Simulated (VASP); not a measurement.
A run of VASP 6.6.1:

File INCAR:

```
PREC     = Accurate       # precision mode
ENCUT    = 600            # plane-wave cutoff, eV
EDIFF    = 1E-7           # SCF threshold, eV
ISMEAR   = 0              # smearing method
SIGMA    = 0.01           # smearing width, eV
LREAL    = F              # projectors in reciprocal space
LASPH    = T              # aspherical terms in the spheres
NELM     = 80             # most SCF steps
ALGO     = Normal         # electronic algorithm
ISIF     = 3              # what is computed and relaxed
LWAVE    = F              # write WAVECAR
LCHARG   = F              # write CHGCAR
GGA      = PS             # functional
IVDW     = 12             # dispersion correction
IBRION   = 2              # ionic algorithm
NSW      = 80             # ionic steps
EDIFFG   = -0.01          # ionic threshold
```

File KPOINTS:

```
regular mesh
0
Gamma
  8 8 8
```

The input POSCAR:

```
GaN
1.0
    0.0000000000      2.1352350000      2.1352350000
    2.1352350000      0.0000000000      2.1352350000
    2.1352350000      2.1352350000      0.0000000000
Ga N
1 1
Direct
    0.0000000000      0.0000000000      0.0000000000
    0.5000000000      0.5000000000      0.5000000000
```

Potentials or basis: VASP PAW PBE potentials, release 64 (Ga_d, N).

Command:

```sh
$ cat potpaw_PBE.64/Ga_d/POTCAR potpaw_PBE.64/N/POTCAR > POTCAR
$ mpirun -np 1 vasp_std > vasp.out
```

Hardware: 1 thread of Intel(R) Xeon(R) Platinum 8488C (Sapphire Rapids), on a shared host.

Estimate the wall time of this run.

Run time: 34 s on 1 thread of Intel(R) Xeon(R) Platinum 8488C (Sapphire Rapids), with other jobs on the host, peak memory 0.15 GiB. Counts: scf iterations 31, k points 29, ion steps 3.
